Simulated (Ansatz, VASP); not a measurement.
Sb2P3H: VASP beside Ansatz

```
Sb H P
1.0
    -2.54054    2.54054    5.28994
     2.54054   -2.54054    5.28994
     2.54054    2.54054   -5.28994
Sb H P
2 1 3
Direct
  0.50000 0.00000 0.50000
  0.00000 0.50000 0.50000
  0.50000 0.50000 0.00000
  0.75000 0.25000 0.50000
  0.25000 0.75000 0.50000
  0.00000 0.00000 0.00000
```

Alike in both runs: functional PBE; k mesh 6 × 6 × 6; occupations gaussian, width 0.1 eV; no spin polarisation.

Ansatz relaxed the structure, and its values are those at the end. VASP's run is a single point on that final structure, the one shown.

|  | VASP | Ansatz |
| --- | --- | --- |
| version | VASP 6.6.1 | Ansatz 0.2.0 |
| potentials or method | VASP PAW PBE potentials, release 64 (Sb, H, P), cutoff 520 eV | scalar-relativistic, plane waves, PAW |
| valence electrons in the cell | 26 | 46 |

```tsv
	VASP	Ansatz	Ansatz less VASP
gap on the k mesh at the Fermi level (eV)	none	none	-
pressure (GPa)	-0.1	-0.1	-0.02
```

A gap of «none» marks a metal or a gap that the smearing closes. VASP's potentials hold 26 valence electrons a cell and Ansatz's 46, so a difference there can come from the potentials and not from the codes.

Spin-orbit coupling is off throughout.
